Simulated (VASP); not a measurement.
# SnSe (Fm-3m) in VASP: further runs, part 2 of 2

VASP 6.6.1. Earlier steps stand in the parts before.

**4. Single point, r2SCAN, collinear spin**

This run uses another cell than the first one, of 27.82 Å³/atom.

The input, POSCAR:

```
SnSe
1.0
    0.0000000000      3.0299343558      3.0299343558
    3.0299343558      0.0000000000      3.0299343558
    3.0299343558      3.0299343558      0.0000000000
Sn Se
1 1
Direct
    0.0000000000      0.0000000000      0.0000000000
    0.5000000000      0.5000000000      0.5000000000
```

The input, INCAR.step1:

```
  PREC = Accurate
  ENCUT = 520
  ISMEAR = 0
  SIGMA = 0.02
  LREAL = False
  LASPH = True
  NELM = 150
  ISPIN = 2
  MAGMOM = 0.5 0
  NBANDS = 21
  GGA = PE
  ALGO = Normal
  EDIFF = 1E-4
  LWAVE = True
  LCHARG = False
```

The input, INCAR.step2:

```
  PREC = Accurate
  ENCUT = 520
  EDIFF = 1E-6
  ISMEAR = 0
  SIGMA = 0.02
  LREAL = False
  LASPH = True
  NELM = 150
  ALGO = Normal
  ISIF = 2
  LWAVE = False
  LCHARG = False
  ISPIN = 2
  MAGMOM = 0.5 0
  LORBIT = 11
  METAGGA = R2SCAN
  LMIXTAU = True
  NBANDS = 21
  ISTART = 1
```

The input, KPOINTS:

```
regular mesh
0
Gamma
  8 8 8
```

Potentials or basis: VASP PAW PBE potentials, release 64 (Sn_d, Se).

On the command line:

```console
cat potpaw_PBE.64/Sn_d/POTCAR potpaw_PBE.64/Se/POTCAR > POTCAR
cp INCAR.step1 INCAR
mpirun -np 1 vasp_std > vasp.out
cp INCAR.step2 INCAR
mpirun -np 1 vasp_std > vasp.out
```

OUTCAR:

```text
PREC = Accurate
   ENCUT = 520
   EDIFF = 1E-6
   ISMEAR = 0
   LREAL = False
   LASPH = True
   NELM = 150
   ISIF = 2
   ISPIN = 2
   LORBIT = 11
   METAGGA = R2SCAN
   ISTART = 1

 ion  position               nearest neighbor table
   1  0.000  0.000  0.000-   2 3.03   2 3.03   2 3.03   2 3.03   2 3.03   2 3.03
   2  0.500  0.500  0.500-   1 3.03   1 3.03   1 3.03   1 3.03   1 3.03   1 3.03

  LATTYP: Found a face centered cubic cell.
 ALAT       =     6.0598687116

  Lattice vectors:

 A1 = (   0.0000000000,   3.0299343558,   3.0299343558)
 A2 = (   3.0299343558,   0.0000000000,   3.0299343558)
 A3 = (   3.0299343558,   3.0299343558,   0.0000000000)

Analysis of symmetry for initial positions (statically):
=====================================================================
 Subroutine PRICEL returns:
 Original cell was already a primitive cell.

 Routine SETGRP: Setting up the symmetry group for a
 face centered cubic supercell.

 Subroutine GETGRP returns: Found 48 space group operations
 (whereof 48 operations were pure point group operations)
 out of a pool of 48 trial point group operations.

The static configuration has the point symmetry O_h .

Analysis of symmetry for dynamics (positions and initial velocities):
=====================================================================
 Subroutine PRICEL returns:
 Original cell was already a primitive cell.

 Routine SETGRP: Setting up the symmetry group for a
 face centered cubic supercell.

 Subroutine GETGRP returns: Found 48 space group operations
 (whereof 48 operations were pure point group operations)
 out of a pool of 48 trial point group operations.

The dynamic configuration has the point symmetry O_h .

Analysis of structural, dynamic, and magnetic symmetry:
=====================================================================
 Subroutine PRICEL returns:
 Original cell was already a primitive cell.

 Routine SETGRP: Setting up the symmetry group for a
 face centered cubic supercell.

 Subroutine GETGRP returns: Found 48 space group operations
 (whereof 48 operations were pure point group operations)
 out of a pool of 48 trial point group operations.

The overall configuration has the point symmetry O_h .

 Subroutine INISYM returns: Found 48 space group operations
 (whereof 48 operations are pure point group operations),
 and found     1 'primitive' translations

----------------------------------------------------------------------------------------

                                     Primitive cell

  volume of cell :      55.6326

  direct lattice vectors                    reciprocal lattice vectors
     0.000000000  3.029934356  3.029934356    -0.165020077  0.165020077  0.165020077
     3.029934356  0.000000000  3.029934356     0.165020077 -0.165020077  0.165020077
     3.029934356  3.029934356  0.000000000     0.165020077  0.165020077 -0.165020077

  length of vectors
     4.284974259  4.284974259  4.284974259     0.285823157  0.285823157  0.285823157

  position of ions in fractional coordinates (direct lattice)
     0.000000000  0.000000000  0.000000000
     0.500000000  0.500000000  0.500000000

  ion indices of the primitive-cell ions
   primitive index   ion index
                 1           1
                 2           2

[... 64 lines left out ...]
   ICHARG =      0    charge: 1-file 2-atom 10-const
   ISPIN  =      2    spin polarized calculation?
   LNONCOLLINEAR =      F non collinear calculations
   LSORBIT =      F    spin-orbit coupling
   LASPH  =      T    aspherical Exc in radial PAW
   ENCUT  =  520.0 eV  38.22 Ry    6.18 a.u.   7.97  7.97  7.97*2*pi/ulx,y,z
   NELM   =    150;   NELMIN=  2; NELMDL=  0     # of ELM steps
   EDIFF  = 0.1E-05   stopping-criterion for ELM
   LREAL  =      F    real-space projection
   EDIFFG = 0.1E-04   stopping-criterion for IOM
   NSW    =      0    number of steps for IOM
   IBRION =     -1    ionic relax: 0-MD 1-quasi-New 2-CG
   NFREE  =      0    steps in history (QN), initial steepest desc. (CG)
   ISIF   =      2    stress and relaxation
   ISYM   =      2    0-nonsym 1-usesym 2-fastsym
   POTIM  = 0.5000    time-step for ionic-motion
   TEBEG  =    0.0;   TEEND  =   0.0 temperature during run
   PSTRESS=    0.0 pullay stress
   NELECT =      20.0000    total number of electrons
   NUPDOWN=      -1.0000    fix difference up-down
   EMIN   =  10.00;   EMAX   =-10.00  energy-range for DOS
   EFERMI =   0.00;   METHOD = LEGACY
   ISMEAR =     0;   SIGMA  =   0.02  broadening in eV -4-tet -1-fermi 0-gaus
   EFERMI_NEDOS =   21; number of points for ismear=-14 and -15
   IALGO  =     38    algorithm
   IMIX   =      4    mixing-type and parameters
     AMIX     =   0.40;   BMIX     =  1.00
     AMIX_MAG =   1.60;   BMIX_MAG =  1.00
  volume/ion in A,a.u.               =      27.82       187.71
  Fermi-wavevector in a.u.,A,eV,Ry     =   1.164059  2.199752 18.436344  1.355033
  Thomas-Fermi vector in A             =   2.300601
   LORBIT       =     11    0 simple, 1 ext, 2 COOP (PROOUT), +10 PAW based schemes
   METAGGA = R2SCAN    functional components
   LHFCALC =     F    Hartree Fock is set to
   AEXX    =    0.0000 exact exchange contribution
   IVDW    =     0    specifies the selected vdW correction
   LEPSILON=     F    determine dielectric tensor
   LRPA    =     F    only Hartree local field effects (RPA)
 spin polarized calculation
 Gauss-broadening in eV      SIGMA  =   0.02
  energy-cutoff  :      520.00
  volume of cell :       55.63
 maximum number of plane-waves:      1524
   NGX = 15   NGY = 15   NGZ = 15

 number of electron      19.9999999 magnetization      -0.0000000

 number of electron      19.9999999 magnetization       0.0000000

 Free energy of the ion-electron system (eV)
  ---------------------------------------------------
  ext. energy  EPLUGINS =         0.00000000
  ---------------------------------------------------
  free energy    TOTEN  =       -39.87474876 eV

  energy without entropy =      -39.87474876  energy(sigma->0) =      -39.87474876

 E-fermi :   5.7189     XC(G=0): -10.0930

 val. band max:        5.4984712608   @ k =   0.5000   0.0000   0.0000
 cond. band min:       5.8640708637   @ k =   0.5000   0.0000   0.0000
 fundamental gap:      0.3655996029
 Fermi energy:         5.7188602132

 spin component 1

 k-point     1 :       0.0000    0.0000    0.0000
  band No.  band energies     occupation
      1     -17.0672      1.00000
      2     -17.0672      1.00000
      3     -17.0659      1.00000
      4     -17.0659      1.00000
      5     -17.0659      1.00000
      6      -9.0980      1.00000
[... 565 lines left out ...]
     20      20.4369      0.00000
     21      21.1000      0.00000

 [... further k-points ...]

 spin component 2

 k-point     1 :       0.0000    0.0000    0.0000
  band No.  band energies     occupation
      1     -17.0672      1.00000
      2     -17.0672      1.00000
      3     -17.0659      1.00000
      4     -17.0659      1.00000
      5     -17.0659      1.00000
      6      -9.0980      1.00000
[... 565 lines left out ...]
     20      20.4369      0.00000
     21      21.0999      0.00000

 [... further k-points ...]

------------------------ aborting loop because EDIFF is reached ----------------------------------------

  FORCE on cell =-STRESS in cart. coord.  units (eV):
  Direction    XX          YY          ZZ          XY          YZ          ZX
  --------------------------------------------------------------------------------------
  -------------------------------------------------------------------------------------
  Total       -0.3950602     -0.3950602     -0.3950602      0.0000000      0.0000000      0.0000000
  in kB      -11.3774317    -11.3774317    -11.3774317      0.0000000      0.0000000      0.0000000
  external PRESSURE =     -11.3774317 kB  Pullay stress =       0.0000000 kB

 VOLUME and BASIS-vectors are now :
 -----------------------------------------------------------------------------
  energy-cutoff  :      520.00
  volume of cell :       55.63
      direct lattice vectors                 reciprocal lattice vectors
     0.000000000  3.029934356  3.029934356    -0.165020077  0.165020077  0.165020077
     3.029934356  0.000000000  3.029934356     0.165020077 -0.165020077  0.165020077
     3.029934356  3.029934356  0.000000000     0.165020077  0.165020077 -0.165020077

 POSITION                                       TOTAL-FORCE (eV/Angst)
 -----------------------------------------------------------------------------------
      0.00000      0.00000      0.00000         0.000000     -0.000000      0.000000
      3.02993      3.02993      3.02993         0.000000      0.000000     -0.000000
 -----------------------------------------------------------------------------------
    total drift:                                0.000000     -0.000000     -0.000000

  FREE ENERGIE OF THE ION-ELECTRON SYSTEM (eV)
  ---------------------------------------------------
  free  energy   TOTEN  =       -39.8747487646 eV

  energy  without entropy=      -39.8747487646  energy(sigma->0) =      -39.87474876

 total charge

# of ion       s       p       d       tot
------------------------------------------
    1        1.371   0.660   9.984  12.015
    2        1.472   2.341   0.025   3.837
--------------------------------------------------
tot          2.844   3.001  10.008  15.852

 magnetization (x)

# of ion       s       p       d       tot
------------------------------------------
    1        0.000   0.000  -0.000   0.000
    2        0.000   0.000  -0.000   0.000
--------------------------------------------------
tot          0.000   0.000  -0.000   0.000
```

Wall time 4.8 min (1 thread of Intel Xeon 8259CL, shared host); peak memory 0.24 GiB.

Results:

| Property | Result |
| --- | --- |
| Free energy | -39.8747 eV |
| Pressure | -1.1 GPa |
| Band gap on the k mesh | 0.37 eV |
| Net moment | 0.00 μB per cell |
| Valence electrons inside the program's atomic spheres | Sn 12.02; Se 3.84 |

Levels at points of the mesh, in eV from the valence-band top:
Spin up:
```
           k point  band 8  band 9  band 10  band 11  band 12  band 13
(0.00, 0.00, 0.00)   -2.59   -2.59    -2.59     4.27     4.27     4.27
(0.50, 0.00, 0.00)   -2.33   -2.33     0.00     0.37     1.14     1.14
(0.50, 0.50, 0.00)   -5.82   -4.02    -4.02     3.17     5.33     5.33
```
Spin down:
```tsv
k point	band 8	band 9	band 10	band 11	band 12	band 13
(0.00, 0.00, 0.00)	-2.59	-2.59	-2.59	4.27	4.27	4.27
(0.50, 0.00, 0.00)	-2.33	-2.33	0.00	0.37	1.14	1.14
(0.50, 0.50, 0.00)	-5.82	-4.02	-4.02	3.17	5.33	5.33
```

Caveat: the PAW data sets were made with another functional, which shifts forces and pressure a little; spin-orbit coupling is left out, which moves the levels of the heavy elements.

**5. Single point, r2SCAN, collinear spin**

This run uses another cell than the first one, of 28.36 Å³/atom.

The input, POSCAR:

```
SnSe
1.0
    0.0000000000      3.0496098055      3.0496098055
    3.0496098055      0.0000000000      3.0496098055
    3.0496098055      3.0496098055      0.0000000000
Sn Se
1 1
Direct
    0.0000000000      0.0000000000      0.0000000000
    0.5000000000      0.5000000000      0.5000000000
```

The input, INCAR.step1:

```
PREC     = Accurate       # precision mode
ENCUT    = 520            # plane-wave cutoff, eV
ISMEAR   = 0              # smearing method
SIGMA    = 0.02           # smearing width, eV
LREAL    = False          # projectors in reciprocal space
LASPH    = True           # aspherical terms in the spheres
NELM     = 150            # most SCF steps
ISPIN    = 2              # spin polarisation
MAGMOM   = 0.5 0          # initial moments
NBANDS   = 21             # bands
GGA      = PE             # functional
ALGO     = Normal         # electronic algorithm
EDIFF    = 1E-4           # SCF threshold, eV
LWAVE    = True           # write WAVECAR
LCHARG   = False          # write CHGCAR
```

The input, INCAR.step2:

```
PREC     = Accurate       # precision mode
ENCUT    = 520            # plane-wave cutoff, eV
EDIFF    = 1E-7           # SCF threshold, eV
ISMEAR   = 0              # smearing method
SIGMA    = 0.02           # smearing width, eV
LREAL    = False          # projectors in reciprocal space
LASPH    = True           # aspherical terms in the spheres
NELM     = 150            # most SCF steps
ALGO     = Normal         # electronic algorithm
ISIF     = 2              # what is computed and relaxed
LWAVE    = False          # write WAVECAR
LCHARG   = False          # write CHGCAR
ISPIN    = 2              # spin polarisation
MAGMOM   = 0.5 0          # initial moments
LORBIT   = 11             # projections on sites
METAGGA  = R2SCAN         # meta-GGA
LMIXTAU  = True         
NBANDS   = 21             # bands
ISTART   = 1
```

The input, KPOINTS:

```
Automatic mesh
0
Gamma
  8 8 8
```

On the command line:

```console
cat potpaw_PBE.64/Sn_d/POTCAR potpaw_PBE.64/Se/POTCAR > POTCAR
cp INCAR.step1 INCAR
mpirun -np 1 vasp_std > vasp.out
cp INCAR.step2 INCAR
mpirun -np 1 vasp_std > vasp.out
```

Run time: 4.6 min. Hardware: 1 thread of Intel Xeon 8259CL, shared host; peak memory 0.25 GiB.

Results (log left out):

```
Free energy                                           : -39.8642 eV
Pressure                                              : -2.0 GPa
Band gap on the k mesh                                : 0.28 eV
Net moment                                            : 0.00 μB per cell
Valence electrons inside the program's atomic spheres : Sn 12.00; Se 3.83
```

Levels at points of the mesh, in eV from the valence-band top:
Spin up:
| k point | band 8 | band 9 | band 10 | band 11 | band 12 | band 13 |
| --- | --- | --- | --- | --- | --- | --- |
| (0.00, 0.00, 0.00) | -2.54 | -2.54 | -2.54 | 4.18 | 4.18 | 4.18 |
| (0.50, 0.00, 0.00) | -2.28 | -2.28 | 0.00 | 0.28 | 1.14 | 1.14 |
| (0.50, 0.50, 0.00) | -5.69 | -3.93 | -3.93 | 3.22 | 5.21 | 5.21 |
Spin down:
```csv
k point,band 6,band 7,band 8,band 9,band 10,band 11,band 12,band 13,band 14,band 15
"(0.00, 0.00, 0.00)",-14.47,-5.41,-2.54,-2.54,-2.54,4.18,4.18,4.18,6.07,6.07
"(0.50, 0.00, 0.00)",-13.58,-8.39,-2.28,-2.28,0.00,0.28,1.14,1.14,8.43,10.21
"(0.50, 0.50, 0.00)",-13.32,-6.37,-5.69,-3.93,-3.93,3.22,5.21,5.21,5.87,10.48
```

Caveat: the PAW data sets were made with another functional, which shifts forces and pressure a little; spin-orbit coupling is left out, which moves the levels of the heavy elements. A k mesh can miss the band edges.

**6. Single point, r2SCAN, collinear spin**

This run uses another cell than the first one, of 28.91 Å³/atom.

The input, POSCAR:

```
SnSe
1.0
    0.0000000000      3.0690345955      3.0690345955
    3.0690345955      0.0000000000      3.0690345955
    3.0690345955      3.0690345955      0.0000000000
Sn Se
1 1
Direct
    0.0000000000      0.0000000000      0.0000000000
    0.5000000000      0.5000000000      0.5000000000
```

The input, INCAR.step1:

```
ALGO = Normal
EDIFF = 1E-4
ENCUT = 520
GGA = PE
ISMEAR = 0
ISPIN = 2
LASPH = T
LCHARG = F
LREAL = F
LWAVE = T
MAGMOM = 0.5 0
NBANDS = 21
NELM = 150
PREC = Accurate
SIGMA = 0.02
```

The input, INCAR.step2:

```
ALGO = Normal
EDIFF = 1E-7
ENCUT = 520
ISIF = 2
ISMEAR = 0
ISPIN = 2
ISTART = 1
LASPH = T
LCHARG = F
LMIXTAU = T
LORBIT = 11
LREAL = F
LWAVE = F
MAGMOM = 0.5 0
METAGGA = R2SCAN
NBANDS = 21
NELM = 150
PREC = Accurate
SIGMA = 0.02
```

The input, KPOINTS:

```
k-points
0
Gamma
  8 8 8
```

Potentials or basis: VASP PAW PBE potentials, release 64 (Sn_d, Se).

On the command line:

```console
cat potpaw_PBE.64/Sn_d/POTCAR potpaw_PBE.64/Se/POTCAR > POTCAR
cp INCAR.step1 INCAR
mpirun -np 1 vasp_std > vasp.out
cp INCAR.step2 INCAR
mpirun -np 1 vasp_std > vasp.out
```

Run time: 3.5 min. Hardware: 1 thread of Intel Xeon 8259CL, shared host; peak memory 0.25 GiB.

Results (log left out):

```yaml
Free_energy: -39.8477 eV
Pressure: -2.9 GPa
Band_gap_on_the_k_mesh: 0.20 eV
Net_moment: 0.00 μB per cell
Valence_electrons_inside_the_program's_atomic_spheres: Sn 11.98; Se 3.82
```

Levels at points of the mesh, in eV from the valence-band top:
Spin up:
| k point | band 6 | band 7 | band 8 | band 9 | band 10 | band 11 | band 12 | band 13 | band 14 | band 15 |
| --- | --- | --- | --- | --- | --- | --- | --- | --- | --- | --- |
| (0.00, 0.00, 0.00) | -14.36 | -5.48 | -2.49 | -2.49 | -2.49 | 4.10 | 4.10 | 4.10 | 6.09 | 6.09 |
| (0.50, 0.00, 0.00) | -13.51 | -8.30 | -2.24 | -2.24 | 0.00 | 0.20 | 1.14 | 1.14 | 8.36 | 10.12 |
| (0.50, 0.50, 0.00) | -13.26 | -6.38 | -5.57 | -3.85 | -3.85 | 3.27 | 5.09 | 5.09 | 5.73 | 10.42 |
Spin down:
| k point | band 7 | band 8 | band 9 | band 10 | band 11 | band 12 | band 13 | band 14 |
| --- | --- | --- | --- | --- | --- | --- | --- | --- |
| (0.00, 0.00, 0.00) | -5.48 | -2.49 | -2.49 | -2.49 | 4.10 | 4.10 | 4.10 | 6.09 |
| (0.50, 0.00, 0.00) | -8.30 | -2.24 | -2.24 | 0.00 | 0.20 | 1.14 | 1.14 | 8.36 |
| (0.50, 0.50, 0.00) | -6.38 | -5.57 | -3.85 | -3.85 | 3.27 | 5.09 | 5.09 | 5.73 |

Caveat: the PAW data sets were made with another functional, which shifts forces and pressure a little; spin-orbit coupling is left out, which moves the levels of the heavy elements. A k mesh can miss the band edges.

**7. Overview**

| cell | gap on the mesh (eV) | pressure (GPa) | moment (μB) |
| --- | --- | --- | --- |
| a = 4.228 Å, angles 60.0°, 2 atoms | 0.55 | 1.0 | 0.00 |
| a = 4.257 Å, angles 60.0°, 2 atoms | 0.45 | -0.1 | 0.00 |
| a = 4.285 Å, angles 60.0°, 2 atoms | 0.37 | -1.1 | 0.00 |
| a = 4.313 Å, angles 60.0°, 2 atoms | 0.28 | -2.0 | 0.00 |
| a = 4.340 Å, angles 60.0°, 2 atoms | 0.20 | -2.9 | 0.00 |

Alike in all rows: task single point; level r2SCAN; potentials or basis VASP PAW PBE potentials, release 64 (Sn_d, Se); spin collinear; k mesh 8 × 8 × 8; cutoff (eV) 520; smearing gaussian 0.02 eV.

Caveats: the PAW data sets were made with another functional, which shifts forces and pressure a little; spin-orbit coupling is left out, which moves the levels of the heavy elements.

Absolute energies hang on the potentials; compare differences alone.
